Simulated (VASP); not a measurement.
# Ga3Se (Pm-3m) in VASP: settings compared

Ga3Se is run at these levels: RPBE, revPBE, r2SCAN; tasks: single point.

Program: VASP 6.6.1. These are calculated values, not measurements. Logs are shortened: lines on timing, memory, paths and dates and some standing lists are left out, and cuts for length are marked.

**1. The cell of the first run**

The structure is cubic, space group Pm-3m (No. 221). The conventional cell has a = 4.432 Å, b = 4.432 Å, c = 4.432 Å, α = 90.00°, β = 90.00°, γ = 90.00°. Se (site symmetry m-3m) has 12 Ga at 3.13 Å within 4.1 Å. Within 4.1 Å of Ga (site symmetry 4/mmm) lie 4 Se at 3.13 Å and 8 Ga at 3.13 Å.

**2. Single point, RPBE**

INCAR

```
SYSTEM = Ga3Se
  ALGO = Normal
  EDIFF = 1E-6
  ENCUT = 520
  GGA = RP
  ISIF = 2
  ISMEAR = -1
  LASPH = .True.
  LCHARG = .False.
  LREAL = .False.
  LWAVE = .False.
  NBANDS = 30
  NELM = 60
  PREC = Accurate
  SIGMA = 0.05
```

KPOINTS

```
k-points
0
Gamma
  4 4 4
  0 0 0
```

POSCAR

```
Ga3Se
1.0
    4.4324650000      0.0000000000      0.0000000000
    0.0000000000      4.4324650000      0.0000000000
    0.0000000000      0.0000000000      4.4324650000
Se Ga
1 3
Direct
    0.0000000000      0.0000000000      0.0000000000
    0.5000000000      0.5000000000      0.0000000000
    0.5000000000      0.0000000000      0.5000000000
    0.0000000000      0.5000000000      0.5000000000
```

Potentials or basis: VASP PAW PBE potentials, release 64 (Se, Ga_d).

Run with:

```
cat potpaw_PBE.64/Se/POTCAR potpaw_PBE.64/Ga_d/POTCAR > POTCAR
mpirun -np 1 vasp_std > vasp.out
```

OUTCAR:

```text
SYSTEM = Ga3Se
   EDIFF = 1E-6
   ENCUT = 520
   GGA = RP
   ISIF = 2
   ISMEAR = -1
   LASPH = .True.
   LREAL = .False.
   NELM = 60
   PREC = Accurate

 ion  position               nearest neighbor table
   1  0.000  0.000  0.000-
   2  0.500  0.500  0.000-
   3  0.500  0.000  0.500-
   4  0.000  0.500  0.500-

  LATTYP: Found a simple cubic cell.
 ALAT       =     4.4324650000

  Lattice vectors:

 A1 = (   4.4324650000,   0.0000000000,   0.0000000000)
 A2 = (   0.0000000000,   4.4324650000,   0.0000000000)
 A3 = (   0.0000000000,   0.0000000000,   4.4324650000)

Analysis of symmetry for initial positions (statically):
=====================================================================
 Subroutine PRICEL returns:
 Original cell was already a primitive cell.

 Routine SETGRP: Setting up the symmetry group for a
 simple cubic supercell.

 Subroutine GETGRP returns: Found 48 space group operations
 (whereof 48 operations were pure point group operations)
 out of a pool of 48 trial point group operations.

The static configuration has the point symmetry O_h .

Analysis of symmetry for dynamics (positions and initial velocities):
=====================================================================
 Subroutine PRICEL returns:
 Original cell was already a primitive cell.

 Routine SETGRP: Setting up the symmetry group for a
 simple cubic supercell.

 Subroutine GETGRP returns: Found 48 space group operations
 (whereof 48 operations were pure point group operations)
 out of a pool of 48 trial point group operations.

The dynamic configuration has the point symmetry O_h .

 Subroutine INISYM returns: Found 48 space group operations
 (whereof 48 operations are pure point group operations),
 and found     1 'primitive' translations

----------------------------------------------------------------------------------------

                                     Primitive cell

  volume of cell :      87.0835

  direct lattice vectors                    reciprocal lattice vectors
     4.432465000  0.000000000  0.000000000     0.225608098  0.000000000  0.000000000
     0.000000000  4.432465000  0.000000000     0.000000000  0.225608098  0.000000000
     0.000000000  0.000000000  4.432465000     0.000000000  0.000000000  0.225608098

  length of vectors
     4.432465000  4.432465000  4.432465000     0.225608098  0.225608098  0.225608098

  position of ions in fractional coordinates (direct lattice)
     0.000000000  0.000000000  0.000000000
     0.500000000  0.500000000  0.000000000
     0.500000000  0.000000000  0.500000000
     0.000000000  0.500000000  0.500000000

  ion indices of the primitive-cell ions
   primitive index   ion index
                 1           1
                 2           2
                 3           3
                 4           4

----------------------------------------------------------------------------------------

 KPOINTS: k-points

Automatic generation of k-mesh.
 Grid dimensions read from file:
 generate k-points for:    4    4    4

 Generating k-lattice:

  Cartesian coordinates                     Fractional coordinates (reciprocal lattice)
     0.056402025  0.000000000  0.000000000     0.250000000  0.000000000  0.000000000
     0.000000000  0.056402025  0.000000000     0.000000000  0.250000000  0.000000000
     0.000000000  0.000000000  0.056402025     0.000000000  0.000000000  0.250000000

  Length of vectors
     0.056402025  0.056402025  0.056402025

  Shift w.r.t. Gamma in fractional coordinates (k-lattice)
     0.000000000  0.000000000  0.000000000

 Subroutine IBZKPT returns following result:
 ===========================================

 Found     10 irreducible k-points:

 Following reciprocal coordinates:
            Coordinates               Weight
  0.000000  0.000000  0.000000      1.000000
  0.250000  0.000000  0.000000      6.000000
  0.500000  0.000000  0.000000      3.000000
  0.250000  0.250000  0.000000     12.000000
  0.500000  0.250000  0.000000     12.000000
  0.500000  0.500000  0.000000      3.000000
  0.250000  0.250000  0.250000      8.000000
  0.500000  0.250000  0.250000     12.000000
  0.500000  0.500000  0.250000      6.000000
  0.500000  0.500000  0.500000      1.000000
   k-points           NKPTS =     10   k-points in BZ     NKDIM =     10   number of bands    NBANDS=     30
   number of dos      NEDOS =    301   number of ions     NIONS =      4
   total plane-waves  NPLWV =  46656
   dimension x,y,z NGX =    36 NGY =   36 NGZ =   36
   dimension x,y,z NGXF=    72 NGYF=   72 NGZF=   72
   ions per type =               1   3
   NGX,Y,Z   is equivalent  to a cutoff of  13.50, 13.50, 13.50 a.u.
   NGXF,Y,Z  is equivalent  to a cutoff of  27.00, 27.00, 27.00 a.u.
 SYSTEM =  Ga3Se
   PREC   = accura    normal or accurate (medium, high low for compatibility)
   ISTART =      0    job   : 0-new  1-cont  2-samecut
   ICHARG =      2    charge: 1-file 2-atom 10-const
   ISPIN  =      1    spin polarized calculation?
   LNONCOLLINEAR =      F non collinear calculations
   LSORBIT =      F    spin-orbit coupling
   LASPH  =      T    aspherical Exc in radial PAW
   ENCUT  =  520.0 eV  38.22 Ry    6.18 a.u.   8.24  8.24  8.24*2*pi/ulx,y,z
   NELM   =     60;   NELMIN=  2; NELMDL= -5     # of ELM steps
   EDIFF  = 0.1E-05   stopping-criterion for ELM
   LREAL  =      F    real-space projection
   EDIFFG = 0.1E-04   stopping-criterion for IOM
   NSW    =      0    number of steps for IOM
   IBRION =     -1    ionic relax: 0-MD 1-quasi-New 2-CG
   NFREE  =      0    steps in history (QN), initial steepest desc. (CG)
   ISIF   =      2    stress and relaxation
   ISYM   =      2    0-nonsym 1-usesym 2-fastsym
   POTIM  = 0.5000    time-step for ionic-motion
   TEBEG  =    0.0;   TEEND  =   0.0 temperature during run
   PSTRESS=    0.0 pullay stress
   NELECT =      45.0000    total number of electrons
   NUPDOWN=      -1.0000    fix difference up-down
   EMIN   =  10.00;   EMAX   =-10.00  energy-range for DOS
   EFERMI =   0.00;   METHOD = LEGACY
   ISMEAR =    -1;   SIGMA  =   0.05  broadening in eV -4-tet -1-fermi 0-gaus
   EFERMI_NEDOS =   21; number of points for ismear=-14 and -15
   IALGO  =     38    algorithm
   IMIX   =      4    mixing-type and parameters
     AMIX     =   0.40;   BMIX     =  1.00
     AMIX_MAG =   1.60;   BMIX_MAG =  1.00
  volume/ion in A,a.u.               =      21.77       146.92
  Fermi-wavevector in a.u.,A,eV,Ry     =   1.313713  2.482557 23.481488  1.725841
  Thomas-Fermi vector in A             =   2.444016
   LORBIT       =      0    0 simple, 1 ext, 2 COOP (PROOUT), +10 PAW based schemes
   GGA     = RP    functional components
   LHFCALC =     F    Hartree Fock is set to
   AEXX    =    0.0000 exact exchange contribution
   IVDW    =     0    specifies the selected vdW correction
   LEPSILON=     F    determine dielectric tensor
   LRPA    =     F    only Hartree local field effects (RPA)
 non-spin polarized calculation
  energy-cutoff  :      520.00
  volume of cell :       87.08
 maximum number of plane-waves:      2360
 NGX is ok and might be reduce to    36
   NGX = 17   NGY = 17   NGZ = 17

 number of electron      44.9999944 magnetization

 Free energy of the ion-electron system (eV)
  ---------------------------------------------------
  ext. energy  EPLUGINS =         0.00000000
  ---------------------------------------------------
  free energy    TOTEN  =       -10.99631608 eV

  energy without entropy =      -10.98228465  energy(sigma->0) =      -10.98930037

 E-fermi :   4.7943     XC(G=0): -10.1440

 val. band max:        4.7629604762   @ k =   0.5000   0.2500   0.2500
 cond. band min:       5.0133594671   @ k =   0.5000   0.2500   0.0000
 fundamental gap:      0.2503989909
 Fermi energy:         4.7942899309

 k-point     1 :       0.0000    0.0000    0.0000
  band No.  band energies     occupation
      1     -10.3240      2.00000
      2     -10.3068      2.00000
      3     -10.3068      2.00000
      4     -10.3068      2.00000
      5     -10.2577      2.00000
      6     -10.2577      2.00000
[... 22 lines left out ...]
     29      10.7239      0.00000
     30      11.8835      0.00000

 k-point     2 :       0.2500    0.0000    0.0000
  band No.  band energies     occupation
      1     -10.3005      2.00000
      2     -10.2899      2.00000
      3     -10.2776      2.00000
      4     -10.2776      2.00000
      5     -10.2534      2.00000
      6     -10.2374      2.00000
[... 22 lines left out ...]
     29      11.9449      0.00000
     30      12.0969      0.00000

 k-point     3 :       0.5000    0.0000    0.0000
  band No.  band energies     occupation
      1     -10.2935      2.00000
      2     -10.2555      2.00000
      3     -10.2273      2.00000
      4     -10.2242      2.00000
      5     -10.2242      2.00000
      6     -10.2069      2.00000
[... 22 lines left out ...]
     29       9.3750      0.00000
     30      11.0002      0.00000

 k-point     4 :       0.2500    0.2500    0.0000
  band No.  band energies     occupation
      1     -10.2812      2.00000
      2     -10.2804      2.00000
      3     -10.2616      2.00000
      4     -10.2514      2.00000
      5     -10.2426      2.00000
      6     -10.2223      2.00000
[... 22 lines left out ...]
     29       9.7760      0.00000
     30      10.4739      0.00000

 k-point     5 :       0.5000    0.2500    0.0000
  band No.  band energies     occupation
      1     -10.2670      2.00000
      2     -10.2509      2.00000
      3     -10.2461      2.00000
      4     -10.2319      2.00000
      5     -10.2171      2.00000
      6     -10.2107      2.00000
[... 22 lines left out ...]
     29       8.8799      0.00000
     30      11.2985      0.00000
[... 64 lines left out ...]
     29      10.6662      0.00000
     30      12.7429      0.00000

 k-point     8 :       0.5000    0.2500    0.2500
  band No.  band energies     occupation
      1     -10.2953      2.00000
      2     -10.2642      2.00000
      3     -10.2484      2.00000
      4     -10.2384      2.00000
      5     -10.2238      2.00000
      6     -10.2237      2.00000
[... 22 lines left out ...]
     29      11.0439      0.00000
     30      11.2088      0.00000

 k-point     9 :       0.5000    0.5000    0.2500
  band No.  band energies     occupation
      1     -10.3270      2.00000
      2     -10.2515      2.00000
      3     -10.2515      2.00000
      4     -10.2418      2.00000
      5     -10.2304      2.00000
      6     -10.2304      2.00000
[... 22 lines left out ...]
     29      11.1826      0.00000
     30      12.8382      0.00000

 k-point    10 :       0.5000    0.5000    0.5000
  band No.  band energies     occupation
      1     -10.3707      2.00000
      2     -10.2552      2.00000
      3     -10.2552      2.00000
      4     -10.2552      2.00000
      5     -10.2474      2.00000
      6     -10.2474      2.00000
[... 22 lines left out ...]
     29      13.3829      0.00000
     30      13.3829      0.00000

------------------------ aborting loop because EDIFF is reached ----------------------------------------

  FORCE on cell =-STRESS in cart. coord.  units (eV):
  Direction    XX          YY          ZZ          XY          YZ          ZX
  --------------------------------------------------------------------------------------
  -------------------------------------------------------------------------------------
  Total        0.8520356      0.8520356      0.8520356     -0.0000000     -0.0000000      0.0000000
  in kB       15.6758969     15.6758969     15.6758969     -0.0000000     -0.0000000      0.0000000
  external PRESSURE =      15.6758969 kB  Pullay stress =       0.0000000 kB

 VOLUME and BASIS-vectors are now :
 -----------------------------------------------------------------------------
  energy-cutoff  :      520.00
  volume of cell :       87.08
      direct lattice vectors                 reciprocal lattice vectors
     4.432465000  0.000000000  0.000000000     0.225608098  0.000000000  0.000000000
     0.000000000  4.432465000  0.000000000     0.000000000  0.225608098  0.000000000
     0.000000000  0.000000000  4.432465000     0.000000000  0.000000000  0.225608098

 POSITION                                       TOTAL-FORCE (eV/Angst)
 -----------------------------------------------------------------------------------
      0.00000      0.00000      0.00000         0.000000      0.000000      0.000000
      2.21623      2.21623      0.00000         0.000000      0.000000      0.000000
      2.21623      0.00000      2.21623         0.000000      0.000000      0.000000
      0.00000      2.21623      2.21623         0.000000      0.000000      0.000000
 -----------------------------------------------------------------------------------
    total drift:                                0.000000      0.000000      0.000000

  FREE ENERGIE OF THE ION-ELECTRON SYSTEM (eV)
  ---------------------------------------------------
  free  energy   TOTEN  =       -10.9963160823 eV

  energy  without entropy=      -10.9822846549  energy(sigma->0) =      -10.98930037
```

Wall time 14 s (1 thread of Intel Xeon Platinum 8488C (Sapphire Rapids), shared host); peak memory 0.21 GiB.

What came out:

- Free energy: -10.9963 eV
- Pressure: 1.6 GPa

Caveat: the PAW data sets were made with another functional, which shifts forces and pressure a little.

**3. Single point, revPBE**

INCAR

```
SYSTEM = Ga3Se
ALGO = Normal ; EDIFF = 1E-6
ENCUT = 520 ; GGA = RE
ISIF = 2 ; ISMEAR = -1
LASPH = .True. ; LCHARG = .True.
LELF = .True. ; LREAL = .False.
LVHAR = .True. ; LWAVE = .False.
NBANDS = 30 ; NELM = 60
PREC = Accurate ; SIGMA = 0.05
```

KPOINTS is that of step 2.

POSCAR is that of step 2.

Potentials or basis: VASP PAW PBE potentials, release 64 (Se, Ga_d).

Run with:

```
cat potpaw_PBE.64/Se/POTCAR potpaw_PBE.64/Ga_d/POTCAR > POTCAR
mpirun -np 1 vasp_std > vasp.out
```

Wall time 17 s (1 thread of Intel Xeon Platinum 8488C (Sapphire Rapids), shared host); peak memory 0.21 GiB.

It converged, with:

```yaml
Free_energy: -11.2074 eV
Pressure: 1.1 GPa
```

Levels at points of the mesh, in eV from the Fermi level:
| k point | band 20 | band 21 | band 22 | band 23 | band 24 | band 25 | band 26 | band 27 |
| --- | --- | --- | --- | --- | --- | --- | --- | --- |
| (0.00, 0.00, 0.00) | -3.74 | -2.84 | -2.84 | 1.58 | 1.58 | 1.58 | 4.40 | 4.40 |
| (0.50, 0.00, 0.00) | -2.80 | -2.16 | -1.07 | -0.29 | -0.29 | 1.16 | 3.97 | 4.17 |
| (0.50, 0.50, 0.00) | -2.17 | -0.79 | -0.71 | -0.71 | 1.33 | 1.64 | 1.64 | 1.81 |
| (0.50, 0.50, 0.50) | -4.88 | -4.88 | -4.88 | -3.54 | 3.97 | 3.97 | 3.97 | 8.51 |

Caveat: the PAW data sets were made with another functional, which shifts forces and pressure a little.

**4. Single point, r2SCAN**

POSCAR is that of step 3.

INCAR.step1

```
SYSTEM = Ga3Se
ALGO = Normal ; EDIFF = 1E-4
ENCUT = 520 ; GGA = PE
ISMEAR = -1 ; LASPH = .TRUE.
LCHARG = .FALSE. ; LREAL = .FALSE.
LWAVE = .TRUE. ; NBANDS = 30
NELM = 80 ; PREC = Accurate
SIGMA = 0.05
```

INCAR.step2

```
SYSTEM = Ga3Se
ALGO = Normal ; EDIFF = 1E-6
ENCUT = 520 ; ISIF = 2
ISMEAR = -1 ; ISTART = 1
LASPH = .TRUE. ; LCHARG = .FALSE.
LMIXTAU = .TRUE. ; LREAL = .FALSE.
LWAVE = .FALSE. ; METAGGA = R2SCAN
NBANDS = 30 ; NELM = 80
PREC = Accurate ; SIGMA = 0.05
```

KPOINTS

```
k-points
0
G
  4 4 4
  0 0 0
```

Run with:

```
cat potpaw_PBE.64/Se/POTCAR potpaw_PBE.64/Ga_d/POTCAR > POTCAR
cp INCAR.step1 INCAR
mpirun -np 1 vasp_std > vasp.out
cp INCAR.step2 INCAR
mpirun -np 1 vasp_std > vasp.out
```

Run time: 60 s. Hardware: 1 thread of Intel Xeon Platinum 8488C (Sapphire Rapids), shared host; peak memory 0.21 GiB.

The run converged. Its results:

| Item | Value |
| --- | --- |
| Free energy | -48.1667 eV |
| Pressure | -1.2 GPa |

Levels at points of the mesh, in eV from the Fermi level:
| k point | band 21 | band 22 | band 23 | band 24 | band 25 | band 26 |
| --- | --- | --- | --- | --- | --- | --- |
| (0.00, 0.00, 0.00) | -2.87 | -2.87 | 1.62 | 1.62 | 1.62 | 4.64 |
| (0.50, 0.00, 0.00) | -2.19 | -1.14 | -0.29 | -0.29 | 1.41 | 4.23 |
| (0.50, 0.50, 0.00) | -0.74 | -0.74 | -0.64 | 1.43 | 1.78 | 1.78 |
| (0.50, 0.50, 0.50) | -5.06 | -5.06 | -3.75 | 4.19 | 4.19 | 4.19 |

Caveat: the PAW data sets were made with another functional, which shifts forces and pressure a little.

**5. Single point, r2SCAN**

This run uses another cell than the first one, of 22.64 Å³/atom, 1.040 times its volume.

POSCAR

```
Ga3Se
1.0
    4.4907935969      0.0000000000      0.0000000000
    0.0000000000      4.4907935969      0.0000000000
    0.0000000000      0.0000000000      4.4907935969
Se Ga
1 3
Direct
    0.0000000000      0.0000000000      0.0000000000
    0.5000000000      0.5000000000      0.0000000000
    0.5000000000      0.0000000000      0.5000000000
    0.0000000000      0.5000000000      0.5000000000
```

INCAR.step1

```
SYSTEM = Ga3Se
PREC = Accurate
ENCUT = 520
ISMEAR = -1
SIGMA = 0.05
LREAL = .FALSE.
LASPH = .TRUE.
NELM = 60
NBANDS = 30
GGA = PE
ALGO = Normal
EDIFF = 1E-4
LWAVE = .TRUE.
LCHARG = .FALSE.
```

INCAR.step2

```
SYSTEM = Ga3Se
PREC = Accurate
ENCUT = 520
EDIFF = 1E-6
ISMEAR = -1
SIGMA = 0.05
LREAL = .FALSE.
LASPH = .TRUE.
NELM = 60
ALGO = Normal
ISIF = 2
LWAVE = .FALSE.
LCHARG = .TRUE.
METAGGA = R2SCAN
LMIXTAU = .TRUE.
LELF = .TRUE.
LVHAR = .TRUE.
NBANDS = 30
ISTART = 1
```

KPOINTS

```
regular mesh
0
G
  6 6 6
  0 0 0
```

Run with:

```
cat potpaw_PBE.64/Se/POTCAR potpaw_PBE.64/Ga_d/POTCAR > POTCAR
cp INCAR.step1 INCAR
mpirun -np 1 vasp_std > vasp.out
cp INCAR.step2 INCAR
mpirun -np 1 vasp_std > vasp.out
```

Wall time 88 s (1 thread of Intel Xeon 6975P-C (Granite Rapids), shared host); peak memory 0.23 GiB.

The run converged. Its results:

| Quantity | Value |
| --- | --- |
| Free energy | -48.1715 eV |
| Pressure | -2.8 GPa |

Levels at points of the mesh, in eV from the Fermi level:
| k point | band 20 | band 21 | band 22 | band 23 | band 24 | band 25 |
| --- | --- | --- | --- | --- | --- | --- |
| (0.00, 0.00, 0.00) | -3.77 | -2.93 | -2.93 | 1.56 | 1.56 | 1.56 |
| (0.50, 0.00, 0.00) | -2.86 | -2.33 | -1.12 | -0.21 | -0.21 | 1.48 |
| (0.50, 0.50, 0.00) | -2.25 | -0.83 | -0.83 | -0.60 | 1.35 | 1.81 |
| (0.50, 0.50, 0.50) | -4.84 | -4.84 | -4.84 | -3.57 | 4.00 | 4.00 |

Caveat: the PAW data sets were made with another functional, which shifts forces and pressure a little.

(Part 1 of 2 ends here.)
